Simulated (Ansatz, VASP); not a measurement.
# Two plane-wave programs on Mo

The input INCAR:

```
PREC     = Accurate       # precision mode
ENCUT    = 520            # plane-wave cutoff, eV
EDIFF    = 1E-7           # SCF threshold, eV
ISMEAR   = 0              # smearing method
SIGMA    = 0.15           # smearing width, eV
LREAL    = False          # projectors in reciprocal space
LASPH    = True           # aspherical terms in the spheres
NELM     = 100            # most SCF steps
ALGO     = Fast           # electronic algorithm
ISIF     = 2              # what is computed and relaxed
LWAVE    = False          # write WAVECAR
LCHARG   = False          # write CHGCAR
GGA      = PE             # functional
NBANDS   = 13             # bands
```

File KPOINTS:

```
regular mesh
0
Gamma
  22 22 22
```

POSCAR

```
Mo
1.0
   -1.3949044564      1.6150310750      1.6150310750
    1.6150310750     -1.3949044564      1.6150310750
    1.6150310750      1.6150310750     -1.3949044564
Mo
1
Direct
    0.0000000000      0.0000000000      0.0000000000
```

Input for Ansatz:

```yaml
crystal:
  lattice:
    - [-1.3949044564, 1.615031075, 1.615031075]
    - [1.615031075, -1.3949044564, 1.615031075]
    - [1.615031075, 1.615031075, -1.3949044564]
  atoms:
    - { symbol: Mo, position: [0.0, 0.0, 0.0] }
basis:
  ecutwfc: 420
kpoints:
  mp_grid: { grid: [22, 22, 22] }
hamiltonian:
  xc: pbe
  pseudopotentials: { kind: paw, azcp: { folder: soft_1 } }
scf:
  occupations: { method: gaussian, width: 0.15 }
output:
  forces: true
  stress: true
  eigenvalues: true
```

Alike in both runs: task single point; functional PBE; k mesh 22 × 22 × 22; occupations gaussian, width 0.15 eV; no spin polarisation.

|  | VASP | Ansatz |
| --- | --- | --- |
| version | VASP 6.6.1 | Ansatz 0.2.0 |
| potentials or method | VASP PAW PBE potentials, release 64 (Mo_sv), cutoff 520 eV | scalar-relativistic, plane waves, PAW |
| valence electrons in the cell | 14 | 14 |

Ansatz gave:

```
gap on the k mesh at the Fermi level (eV)                     : none
pressure (GPa)                                                : -6.9
traceless stress, the component that is largest in VASP (GPa) : -8.72
```

Question: Estimate VASP's values.

Answer: gap on the k mesh at the Fermi level (eV): none; pressure (GPa): -6.5; traceless stress, the component that is largest in VASP (GPa): -8.76.

A gap of «none» marks a metal or a gap that the smearing closes. With one functional, cell and mesh, what is left measures potentials, basis and numerics.
